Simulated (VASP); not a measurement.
Crystal: Rh.

```xyz
8
Lattice="3.2670 0.0000 0.0000 -1.6335 2.8293 0.0000 0.0000 0.0000 10.6698" Properties=species:S:1:pos:R:3 pbc="T T T"
Rh    0.0000    0.0000    1.0003
Rh    0.0000    0.0000    6.3352
Rh    0.0000    0.0000    4.3346
Rh    0.0000    0.0000    9.6695
Rh    0.0000    1.8862    1.6672
Rh    1.6335    0.9431    7.0020
Rh    0.0000    1.8862    3.6677
Rh    1.6335    0.9431    9.0026
```

```yaml
Program: VASP 6.6.1
Task: relaxation of cell and atoms
Functional: PBE
Potentials_or_basis: VASP PAW PBE potentials, release 64 (Rh_pv)
Cutoff: 600 eV
k_mesh: 6 × 6 × 2
Occupations: gaussian, width 0.1 eV
Spin: no spin polarisation
```

At the start: pressure 254.6 GPa; volume 12.33 Å³/atom.

**Question.** How do energy, volume and symmetry change on relaxing?

**Answer.** Over 19 steps the energy falls by 4127.0 meV/atom and the volume is 20.82 Å³/atom (+68.9 %); space group P6_3/mmc (No. 194, to 0.05 Å).

The path:
```tsv
step	energy change (eV)	largest force (eV/Å)	pressure (GPa)	volume (Å³)
1	0.0000	0.2628	254.61	98.62
2	94.0468	0.0922	-102.47	725.78
3	-32.1502	0.1162	-11.61	187.39
4	-32.6686	0.1267	-7.72	178.88
5	-32.9603	0.1447	1.53	165.42
6	-32.9689	0.1420	-0.17	167.45
7	-32.9786	0.2425	-0.19	167.49
8	-32.9807	0.1543	-0.20	167.48
9	-32.9859	0.1213	0.18	166.99
10	-32.9915	0.1711	1.17	165.75
11	-32.9934	0.1681	1.11	165.81
12	-32.9983	0.1573	0.94	165.97
13	-33.0064	0.1226	0.58	166.29
14	-33.0107	0.1977	-0.19	166.92
15	-33.0114	0.1487	0.04	166.74
16	-33.0133	0.1073	-0.06	166.81
17	-33.0149	0.0710	-0.25	166.98
18	-33.0155	0.0451	-0.08	166.73
19	-33.0157	0.0233	0.08	166.53
```

Final structure:
```xyz
8
Lattice="3.9656 0.0000 0.0000 -1.9828 3.4343 0.0000 0.0000 0.0000 12.2271" Properties=species:S:1:pos:R:3 pbc="T T T"
Rh    0.0000    0.0000    1.2030
Rh    1.9828    3.4343    7.3166
Rh    0.0000    0.0000    4.9105
Rh    0.0000    0.0000   11.0241
Rh    0.0000    2.2896    1.8669
Rh    1.9828    1.1448    7.9804
Rh    0.0000    2.2896    4.2467
Rh    1.9828    1.1448   10.3602
```

Caveat: the k points lie up to 0.30 Å⁻¹ apart in the final cell; the volume moved by over 15 % at a fixed basis, so the end points are rough.
